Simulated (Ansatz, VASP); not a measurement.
## One calculation of Si15C17, two programs

```
C Si
1.0
     6.18824    0.00000    0.00000
    -3.09412   -5.35917    0.00000
     0.00000    0.00000  -10.12934
C Si
17 15
Cartesian
  0.0000 -1.7864 -0.6460
  0.0000 -1.7864 -2.3278
  3.0941 -1.7779 -2.5375
  -1.5397 -4.4702 -2.5375
  1.5397 -4.4702 -2.5375
  4.6434 -0.8945 -7.5962
  1.5449 -0.8945 -7.5962
  3.0941 -3.5728 -7.6774
  0.0000 -3.5702 -7.5962
  0.0000 -0.0113 -5.0357
  3.0941 0.0000 -5.0688
  -1.5373 -2.6739 -5.0357
  1.5373 -2.6739 -5.0357
  0.0000 -0.1575 -10.1936
  3.0941 0.0000 -10.1147
  -1.4107 -2.6008 -10.1936
  1.4107 -2.6008 -10.1936
  3.0941 -1.7606 -0.6430
  -1.5247 -4.4789 -0.6430
  1.5247 -4.4789 -0.6430
  4.6449 -0.8953 -5.6887
  1.5434 -0.8953 -5.6887
  3.0941 -3.5728 -5.6881
  0.0000 -3.5685 -5.6887
  -1.5350 -2.6726 -3.1075
  1.5350 -2.6726 -3.1075
  -3.0941 -5.3731 -3.1075
  0.0000 -5.3592 -3.1736
  -1.5178 -2.6627 -8.2665
  1.5178 -2.6627 -8.2665
  -3.0941 -5.3930 -8.2665
  0.0000 -5.3592 -8.2160
```

Alike in both runs: functional PBE; k mesh 2 × 2 × 2; occupations gaussian, width 0.01 eV; no spin polarisation.

Ansatz relaxed the structure, and its values are those at the end. VASP's run is a single point on that final structure, the one shown.

|  | VASP | Ansatz |
| --- | --- | --- |
| version | VASP 6.6.1 | Ansatz 0.2.0 |
| potentials or method | VASP PAW PBE potentials, release 64 (C, Si), cutoff 520 eV | scalar-relativistic, plane waves, PAW |
| valence electrons in the cell | 128 | 128 |

Ansatz gave:

| Property | Result |
| --- | --- |
| gap on the k mesh at the Fermi level (eV) | 2.00 |
| least direct gap on the mesh (eV) | 2.00 |
| rms of the force components (eV/Å) | 0.001 |

Q: What did VASP give for the same quantities?

A: gap on the k mesh at the Fermi level (eV): 1.99; least direct gap on the mesh (eV): 1.99; rms of the force components (eV/Å): 0.004.

The k mesh is coarse, so the values compare programs but aren't converged.
